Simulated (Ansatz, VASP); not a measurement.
## Mo in VASP and in Ansatz

```xyz
1
Lattice="-1.6429 1.6429 1.6038 1.6429 -1.6429 1.6038 1.6429 1.6429 -1.6038" Properties=species:S:1:pos:R:3 pbc="T T T"
Mo    0.0000    0.0000    0.0000
```

Change from the starting cell: strain +0.050 along x and y, +0.025 along z, atoms carried along.

Alike in both runs: task single point; functional PBEsol; k mesh 26 × 26 × 26; occupations gaussian, width 0.15 eV; no spin polarisation.

```csv
,VASP,Ansatz
version,VASP 6.6.1,Ansatz 0.2.0
potentials or method,"VASP PAW PBE potentials, release 64 (Mo_sv), cutoff 520 eV","scalar-relativistic, plane waves, PAW"
valence electrons in the cell,14,14
```

|  | VASP | Ansatz | Ansatz less VASP |
| --- | --- | --- | --- |
| gap on the k mesh at the Fermi level (eV) | none | none | - |
| pressure (GPa) | -25.9 | -26.3 | -0.38 |
| traceless stress, the component that is largest in VASP (GPa) | 3.97 | 3.97 | -0.001 |

VASP's potentials were made for PBE, not for PBEsol. A gap of «none» marks a metal or a gap that the smearing closes. The functional is the same, so the differences come from potentials, cutoffs and numerics.
